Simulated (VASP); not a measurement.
# BP (F-43m) in VASP: notebook, part 2 of 3

VASP 6.6.1. The steps go on from the part before.

## (3) Relaxation of cell and atoms, PBEsol, target pressure 10 GPa, at which the enthalpy is minimised

Input file INCAR:

```
SYSTEM = BP
ALGO = Normal
EDIFF = 1E-7
EDIFFG = -0.01
ENCUT = 600
GGA = PS
IBRION = 2
ISIF = 3
ISMEAR = -1
LASPH = .True.
LCHARG = .False.
LREAL = .False.
LWAVE = .False.
NELM = 60
NSW = 60
PREC = Accurate
PSTRESS = 100.0
SIGMA = 0.05
```

Input file KPOINTS:

```
k-points
0
Gamma
  10 10 10
  0 0 0
```

Input file POSCAR:

```
BP
1.0
    0.0000000000      2.2690000000      2.2690000000
    2.2690000000      0.0000000000      2.2690000000
    2.2690000000      2.2690000000      0.0000000000
P B
1 1
Direct
    0.7500000000      0.7500000000      0.7500000000
    0.0000000000      0.0000000000      0.0000000000
```

Potentials or basis: VASP PAW PBE potentials, release 64 (P, B).

Run with:

```console
$ cat potpaw_PBE.64/P/POTCAR potpaw_PBE.64/B/POTCAR > POTCAR
$ mpirun -np 1 vasp_std > vasp.out
```

OUTCAR:

```text
SYSTEM = BP
   EDIFF = 1E-7
   EDIFFG = -0.01
   ENCUT = 600
   GGA = PS
   IBRION = 2
   ISIF = 3
   ISMEAR = -1
   LASPH = .True.
   LREAL = .False.
   NELM = 60
   NSW = 60
   PREC = Accurate
   PSTRESS = 100.0

 ion  position               nearest neighbor table
   1  0.750  0.750  0.750-   2 1.97   2 1.97   2 1.97   2 1.97
   2  0.000  0.000  0.000-   1 1.97   1 1.97   1 1.97   1 1.97

  LATTYP: Found a face centered cubic cell.
 ALAT       =     4.5380000000

  Lattice vectors:

 A1 = (   0.0000000000,   2.2690000000,   2.2690000000)
 A2 = (   2.2690000000,   0.0000000000,   2.2690000000)
 A3 = (   2.2690000000,   2.2690000000,   0.0000000000)

Analysis of symmetry for initial positions (statically):
=====================================================================
 Subroutine PRICEL returns:
 Original cell was already a primitive cell.

 Routine SETGRP: Setting up the symmetry group for a
 face centered cubic supercell.

 Subroutine GETGRP returns: Found 24 space group operations
 (whereof 24 operations were pure point group operations)
 out of a pool of 48 trial point group operations.

The static configuration has the point symmetry T_d .

Analysis of symmetry for dynamics (positions and initial velocities):
=====================================================================
 Subroutine PRICEL returns:
 Original cell was already a primitive cell.

 Routine SETGRP: Setting up the symmetry group for a
 face centered cubic supercell.

 Subroutine GETGRP returns: Found 24 space group operations
 (whereof 24 operations were pure point group operations)
 out of a pool of 48 trial point group operations.

The dynamic configuration has the point symmetry T_d .

 Subroutine INISYM returns: Found 24 space group operations
 (whereof 24 operations are pure point group operations),
 and found     1 'primitive' translations

----------------------------------------------------------------------------------------

                                     Primitive cell

  volume of cell :      23.3633

  direct lattice vectors                    reciprocal lattice vectors
     0.000000000  2.269000000  2.269000000    -0.220361393  0.220361393  0.220361393
     2.269000000  0.000000000  2.269000000     0.220361393 -0.220361393  0.220361393
     2.269000000  2.269000000  0.000000000     0.220361393  0.220361393 -0.220361393

  length of vectors
     3.208850573  3.208850573  3.208850573     0.381677128  0.381677128  0.381677128

  position of ions in fractional coordinates (direct lattice)
     0.750000000  0.750000000  0.750000000
     0.000000000  0.000000000  0.000000000

  ion indices of the primitive-cell ions
   primitive index   ion index
                 1           1
                 2           2

----------------------------------------------------------------------------------------

 KPOINTS: k-points

Automatic generation of k-mesh.
 Grid dimensions read from file:
 generate k-points for:   10   10   10

 Generating k-lattice:

  Cartesian coordinates                     Fractional coordinates (reciprocal lattice)
    -0.022036139  0.022036139  0.022036139     0.100000000  0.000000000  0.000000000
     0.022036139 -0.022036139  0.022036139     0.000000000  0.100000000  0.000000000
     0.022036139  0.022036139 -0.022036139     0.000000000  0.000000000  0.100000000

  Length of vectors
     0.038167713  0.038167713  0.038167713

  Shift w.r.t. Gamma in fractional coordinates (k-lattice)
     0.000000000  0.000000000  0.000000000

 Subroutine IBZKPT returns following result:
 ===========================================

 Found     47 irreducible k-points:

 Following reciprocal coordinates:
            Coordinates               Weight
  0.000000  0.000000  0.000000      1.000000
  0.100000  0.000000  0.000000      8.000000
  0.200000  0.000000  0.000000      8.000000
  0.300000  0.000000  0.000000      8.000000
  0.400000  0.000000  0.000000      8.000000
  0.500000  0.000000  0.000000      4.000000
[... 16 lines left out ...]
  0.300000  0.300000  0.000000      6.000000
  0.400000  0.300000  0.000000     24.000000
 [... further k-points ...]
   k-points           NKPTS =     47   k-points in BZ     NKDIM =     47   number of bands    NBANDS=      8
   number of dos      NEDOS =    301   number of ions     NIONS =      2
   total plane-waves  NPLWV =  21952
   dimension x,y,z NGX =    28 NGY =   28 NGZ =   28
   dimension x,y,z NGXF=    56 NGYF=   56 NGZF=   56
   ions per type =               1   1
   NGX,Y,Z   is equivalent  to a cutoff of  14.51, 14.51, 14.51 a.u.
   NGXF,Y,Z  is equivalent  to a cutoff of  29.01, 29.01, 29.01 a.u.
 SYSTEM =  BP
   PREC   = accura    normal or accurate (medium, high low for compatibility)
   ISTART =      0    job   : 0-new  1-cont  2-samecut
   ICHARG =      2    charge: 1-file 2-atom 10-const
   ISPIN  =      1    spin polarized calculation?
   LNONCOLLINEAR =      F non collinear calculations
   LSORBIT =      F    spin-orbit coupling
   LASPH  =      T    aspherical Exc in radial PAW
   ENCUT  =  600.0 eV  44.10 Ry    6.64 a.u.   6.41  6.41  6.41*2*pi/ulx,y,z
   NELM   =     60;   NELMIN=  2; NELMDL= -5     # of ELM steps
   EDIFF  = 0.1E-06   stopping-criterion for ELM
   LREAL  =      F    real-space projection
   EDIFFG = -.1E-01   stopping-criterion for IOM
   NSW    =     60    number of steps for IOM
   IBRION =      2    ionic relax: 0-MD 1-quasi-New 2-CG
   NFREE  =      1    steps in history (QN), initial steepest desc. (CG)
   ISIF   =      3    stress and relaxation
   ISYM   =      2    0-nonsym 1-usesym 2-fastsym
   POTIM  = 0.5000    time-step for ionic-motion
   TEBEG  =    0.0;   TEEND  =   0.0 temperature during run
   PSTRESS=  100.0 pullay stress
   NELECT =       8.0000    total number of electrons
   NUPDOWN=      -1.0000    fix difference up-down
   EMIN   =  10.00;   EMAX   =-10.00  energy-range for DOS
[... 5 lines left out ...]
     AMIX     =   0.40;   BMIX     =  1.00
     AMIX_MAG =   1.60;   BMIX_MAG =  1.00
  volume/ion in A,a.u.               =      11.68        78.83
  Fermi-wavevector in a.u.,A,eV,Ry     =   1.145320  2.164342 17.847562  1.311759
  Thomas-Fermi vector in A             =   2.282009
   LORBIT       =      0    0 simple, 1 ext, 2 COOP (PROOUT), +10 PAW based schemes
   GGA     = PS    functional components
   LHFCALC =     F    Hartree Fock is set to
   AEXX    =    0.0000 exact exchange contribution
   IVDW    =     0    specifies the selected vdW correction
   LEPSILON=     F    determine dielectric tensor
   LRPA    =     F    only Hartree local field effects (RPA)
 conjugate gradient relaxation of ions
 non-spin polarized calculation
  energy-cutoff  :      600.00
  volume of cell :       23.36
 maximum number of plane-waves:       794
 NGX is ok and might be reduce to    28
   NGX = 13   NGY = 13   NGZ = 13

--------------------------------------- Ionic step        1  -------------------------------------------

 number of electron       8.0000000 magnetization

 Free energy of the ion-electron system (eV)
  ---------------------------------------------------
  ext. energy  EPLUGINS =         0.00000000
  ---------------------------------------------------
  free energy    TOTEN  =       -13.67383588 eV

  energy without entropy =      -13.67383574  energy(sigma->0) =      -13.67383581

------------------------ aborting loop because EDIFF is reached ----------------------------------------

  FORCE on cell =-STRESS in cart. coord.  units (eV):
  Direction    XX          YY          ZZ          XY          YZ          ZX
  --------------------------------------------------------------------------------------
  -------------------------------------------------------------------------------------
  Total       -0.2701104     -0.2701104     -0.2701104     -0.0000000      0.0000000      0.0000000
  in kB      -18.5232990    -18.5232990    -18.5232990     -0.0000000      0.0000000      0.0000000
  external PRESSURE =    -118.5232990 kB  Pullay stress =     100.0000000 kB
[... 63 lines left out ...]
--------------------------------------- Ionic step        3  -------------------------------------------

 number of electron       8.0000000 magnetization

 Free energy of the ion-electron system (eV)
  ---------------------------------------------------
  ext. energy  EPLUGINS =         0.00000000
  ---------------------------------------------------
  free energy    TOTEN  =       -13.64032599 eV

  energy without entropy =      -13.64032568  energy(sigma->0) =      -13.64032583

 E-fermi :   8.6796     XC(G=0): -11.3169

 val. band max:        8.1770620717   @ k =   0.0000   0.0000   0.0000
 cond. band min:       9.2238611589   @ k =   0.4000   0.4000   0.0000
 fundamental gap:      1.0467990872
 Fermi energy:         8.6796162568

 k-point     1 :       0.0000    0.0000    0.0000
  band No.  band energies     occupation
      1      -7.9022      2.00000
      2       8.1771      1.99991
      3       8.1771      1.99991
      4       8.1771      1.99991
      5      11.6370      0.00000
      6      11.6370      0.00000
      7      11.6370      0.00000
      8      16.5059      0.00000
[... 243 lines left out ...]
 k-point    24 :       0.4000    0.3000    0.0000
  band No.  band energies     occupation
      1      -4.7817      2.00000
      2       1.8742      2.00000
      3       3.8474      2.00000
      4       4.4320      2.00000
      5       9.8411      0.00000
      6      11.6537      0.00000
      7      18.0443      0.00000
      8      18.1071      0.00000

 [... further k-points ...]
[... 5 lines left out ...]
  --------------------------------------------------------------------------------------
  -------------------------------------------------------------------------------------
  Total        1.3495548      1.3495548      1.3495548     -0.0000000      0.0000000     -0.0000000
  in kB       98.6584302     98.6584302     98.6584302     -0.0000000      0.0000000     -0.0000000
  external PRESSURE =      -1.3415698 kB  Pullay stress =     100.0000000 kB
[... 21 lines left out ...]
  energy  without entropy=      -13.6403256773  energy(sigma->0) =      -13.64032583

  enthalpy is  TOTEN    =       -12.2724197888 eV   P V=        1.3679061984

 reached required accuracy - stopping structural energy minimisation
```

OSZICAR:

```text
N       E                     dE             d eps       ncg     rms          rms(c)
DAV:   1     0.134296913575E+02    0.13430E+02   -0.44649E+03   752   0.100E+03
DAV:   2    -0.140756106986E+02   -0.27505E+02   -0.26596E+02  1176   0.121E+02
DAV:   3    -0.143816920711E+02   -0.30608E+00   -0.30608E+00   904   0.169E+01
DAV:   4    -0.143825052162E+02   -0.81315E-03   -0.81314E-03  1256   0.878E-01
[... 25 lines left out ...]
DAV:   4    -0.136404349747E+02    0.48760E-03   -0.57055E-04   992   0.184E-01    0.137E-01
DAV:   5    -0.136403298445E+02    0.10513E-03   -0.14360E-04  1000   0.849E-02    0.650E-02
DAV:   6    -0.136403262089E+02    0.36357E-05   -0.36110E-06   800   0.157E-02    0.807E-03
DAV:   7    -0.136403258982E+02    0.31064E-06   -0.40901E-07   912   0.418E-03    0.199E-03
DAV:   8    -0.136403259871E+02   -0.88907E-07   -0.24271E-08   408   0.125E-03
   3 F= -.12272420E+02 E0= -.12272420E+02  d E =-.568034E-01
```

CONTCAR:

```text
BP
   1.00000000000000
    -0.0000000000000000    2.2211555209855272    2.2211555209855272
     2.2211555209855272    0.0000000000000000    2.2211555209855272
     2.2211555209855272    2.2211555209855272   -0.0000000000000000
  P               B
     1     1
Direct
     0.7500000000000000    0.7500000000000000    0.7500000000000000
     0.0000000000000000    0.0000000000000000    0.0000000000000000

  0.00000000E+00  0.00000000E+00  0.00000000E+00
  0.00000000E+00  0.00000000E+00  0.00000000E+00
```

Wall time 28 s (1 thread of Intel Xeon Platinum 8259CL at 2.50GHz (Skylake/Cascade Lake), shared host); peak memory 0.15 GiB.

What came out:

| Item | Value |
| --- | --- |
| Free energy | -13.6403 eV |
| Relaxed volume | 10.96 Å³/atom |
| Relaxed cell | a = 3.141 Å, b = 3.141 Å, c = 3.141 Å, α = 60.00°, β = 60.00°, γ = 60.00° |
| Space group after relaxing (to 0.05 Å) | F-43m (No. 216) |
| Energy change on relaxing (the enthalpy is what falls) | +16.8 meV/atom |
| Ionic steps | 3 |
| Pressure after relaxing | 9.9 GPa |
| Band gap on the k mesh | 1.05 eV, indirect (least direct gap 3.46 eV) |

Step by step:
```csv
step,energy change (eV),largest force (eV/Å),pressure (GPa),volume (Å³)
1,0.0000,0.0000,-1.85,23.36
2,0.1760,0.0000,24.53,20.56
3,0.0335,0.0000,9.87,21.92
```

Final structure:
```yaml
crystal:
  lattice:
    - [0.00000, 2.22116, 2.22116]
    - [2.22116, 0.00000, 2.22116]
    - [2.22116, 2.22116, 0.00000]
  atoms:
    - { symbol: P, position: [0.75000, 0.75000, 0.75000] }
    - { symbol: B, position: [0.00000, 0.00000, 0.00000] }
```

Caveat: the cell is relaxed towards a set pressure, so the enthalpy falls and the energy may rise; the PAW data sets were made with another functional, which shifts forces and pressure a little. A hybrid or GW would open this gap; PBEsol tends to underestimate it.

## (4) Relaxation of cell and atoms, PBEsol, target pressure 20 GPa, at which the enthalpy is minimised

Input file INCAR:

```
SYSTEM = BP
  PREC = Accurate
  ENCUT = 600
  EDIFF = 1E-6
  ISMEAR = -1
  SIGMA = 0.05
  LREAL = .FALSE.
  LASPH = .TRUE.
  NELM = 80
  ALGO = Normal
  ISIF = 3
  LWAVE = .FALSE.
  LCHARG = .FALSE.
  GGA = PS
  IBRION = 2
  NSW = 60
  EDIFFG = -0.01
  PSTRESS = 200.0
```

Input file KPOINTS:

```
Automatic mesh
0
G
  10 10 10
  0 0 0
```

POSCAR is that of step 3.

Run with:

```console
$ cat potpaw_PBE.64/P/POTCAR potpaw_PBE.64/B/POTCAR > POTCAR
$ mpirun -np 1 vasp_std > vasp.out
```

Wall time 30 s (1 thread of Intel Xeon Platinum 8259CL at 2.50GHz (Skylake/Cascade Lake), shared host); peak memory 0.15 GiB.

It converged, with:

```yaml
Free_energy: -13.5513 eV
Relaxed_volume: 10.47 Å³/atom
Relaxed_cell: a = 3.094 Å, b = 3.094 Å, c = 3.094 Å, α = 60.00°, β = 60.00°, γ = 60.00°
Space_group_after_relaxing_to_0.05_Å: F-43m (No. 216)
Energy_change_on_relaxing_the_enthalpy_is_what_falls: +61.3 meV/atom
Ionic_steps: 4
Pressure_after_relaxing: 19.9 GPa
Band_gap_on_the_k_mesh: 0.99 eV, indirect (least direct gap 3.55 eV)
```

The path:
| step | energy change (eV) | largest force (eV/Å) | pressure (GPa) | volume (Å³) |
| --- | --- | --- | --- | --- |
| 1 | 0.0000 | 0.0000 | -1.85 | 23.36 |
| 2 | 0.7270 | 0.0000 | 59.09 | 18.38 |
| 3 | 0.1153 | 0.0000 | 19.25 | 21.01 |
| 4 | 0.1225 | 0.0000 | 19.91 | 20.95 |

Final structure:
```cif
data_structure
_symmetry_space_group_name_H-M 'P 1'
_symmetry_Int_Tables_number 1
_cell_length_a 3.0942
_cell_length_b 3.0942
_cell_length_c 3.0942
_cell_angle_alpha 60.000
_cell_angle_beta 60.000
_cell_angle_gamma 60.000
_cell_volume 20.95
loop_
_atom_site_label
_atom_site_type_symbol
_atom_site_fract_x
_atom_site_fract_y
_atom_site_fract_z
_atom_site_occupancy
P1 P 0.75000 0.75000 0.75000 1
B1 B 0.00000 0.00000 0.00000 1
```

Levels at points of the mesh, in eV from the valence-band top:
```tsv
k point	band 1	band 2	band 3	band 4	band 5	band 6	band 7	band 8
(0.00, 0.00, 0.00)	-16.50	0.00	0.00	0.00	3.55	3.55	3.55	9.04
(0.50, 0.00, 0.00)	-12.72	-9.91	-1.89	-1.89	4.41	4.72	4.72	10.30
(0.50, 0.50, 0.00)	-11.04	-9.17	-4.54	-4.54	1.00	1.43	13.14	13.14
```

Caveat: the cell is relaxed towards a set pressure, so the enthalpy falls and the energy may rise; the PAW data sets were made with another functional, which shifts forces and pressure a little.

[end of part 2 of 3]
